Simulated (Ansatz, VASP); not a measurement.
**One calculation of Pb, two programs**

File INCAR:

```
PREC     = Accurate       # precision mode
ENCUT    = 520            # plane-wave cutoff, eV
EDIFF    = 1E-6           # SCF threshold, eV
ISMEAR   = -1             # smearing method
SIGMA    = 0.3            # smearing width, eV
LREAL    = F              # projectors in reciprocal space
LASPH    = T              # aspherical terms in the spheres
NELM     = 80             # most SCF steps
ALGO     = Normal         # electronic algorithm
ISIF     = 2              # what is computed and relaxed
LWAVE    = F              # write WAVECAR
LCHARG   = F              # write CHGCAR
GGA      = CA             # functional
NBANDS   = 13             # bands
```

Contents of KPOINTS:

```
regular mesh
0
Gamma
  11 11 11
```

The input POSCAR:

```
Pb
1.0
    0.0000000000      2.4375492138      2.4375492138
    2.4375492138      0.0000000000      2.4375492138
    2.4375492138      2.4375492138      0.0000000000
Pb
1
Direct
    0.0000000000      0.0000000000      0.0000000000
```

Input for Ansatz:

```yaml
crystal:
  lattice:
    - [0.0, 2.4375492138, 2.4375492138]
    - [2.4375492138, 0.0, 2.4375492138]
    - [2.4375492138, 2.4375492138, 0.0]
  atoms:
    - { symbol: Pb, position: [0.0, 0.0, 0.0] }
hamiltonian:
  xc: lda
  pseudopotentials:
    kind: paw
    azcp:
      Pb: "pseudopotentials/Pb.paw.azcp"
basis:
  ecutwfc: 420
  fft_grid_basis: typed
kpoints:
  mp_grid: { grid: [11, 11, 11], shift: [0, 0, 0] }
magnetization:
  spin_polarized: false
scf:
  occupations: { method: fermi_dirac, width: 0.3 }
  lower_state_search: "off"
output:
  stress: true
```

Alike in both runs: task single point; functional LDA; k mesh 11 × 11 × 11; occupations fermi-dirac, width 0.3 eV; no spin polarisation.

```csv
,VASP,Ansatz
version,VASP 6.6.1,Ansatz 0.2.0
potentials or method,"VASP PAW LDA potentials, release 64 (Pb_d), cutoff 520 eV","plane waves (420 eV) with PAW, scalar-relativistic"
valence electrons in the cell,14,14
```

|  | VASP | Ansatz | Ansatz less VASP |
| --- | --- | --- | --- |
| pressure (GPa) | 0.5 | 0.4 | -0.04 |

Ansatz warns that its potentials were made for another functional, while VASP's fit it. LDA's correlation is that of Perdew and Zunger in VASP and of Perdew and Wang (1992) in Ansatz.

Spin-orbit coupling is off throughout.
